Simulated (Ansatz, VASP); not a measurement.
**Tl: VASP beside Ansatz**

```xyz
2
Lattice="3.6124 0.0000 0.0000 -1.8062 3.1285 0.0000 0.0000 0.0000 5.5653" Properties=species:S:1:pos:R:3 pbc="T T T"
Tl    0.0000    2.0856    4.1740
Tl    1.8062    1.0428    1.3913
```

Alike in both runs: task relaxation of cell and atoms; functional PBE; k mesh 15 × 15 × 8; occupations gaussian, width 0.1 eV; no spin polarisation.

```csv
,VASP,Ansatz
version,VASP 6.6.1,Ansatz 0.2.0
potentials or method,"VASP PAW PBE potentials, release 64 (Tl_d), cutoff 600 eV","scalar-relativistic, plane waves, PAW"
valence electrons in the cell,26,26
```

```tsv
	VASP	Ansatz	Ansatz less VASP
gap on the k mesh at the Fermi level, each at its own relaxed structure (eV)	none	none	-
relaxed volume (Å³/atom)	31.42	31.45	+0.032
relaxed cell length with the largest relative difference (Å)	3.611	3.612	+0.0014
```

A gap of «none» marks a metal or a gap that the smearing closes.

Spin-orbit coupling is off throughout.
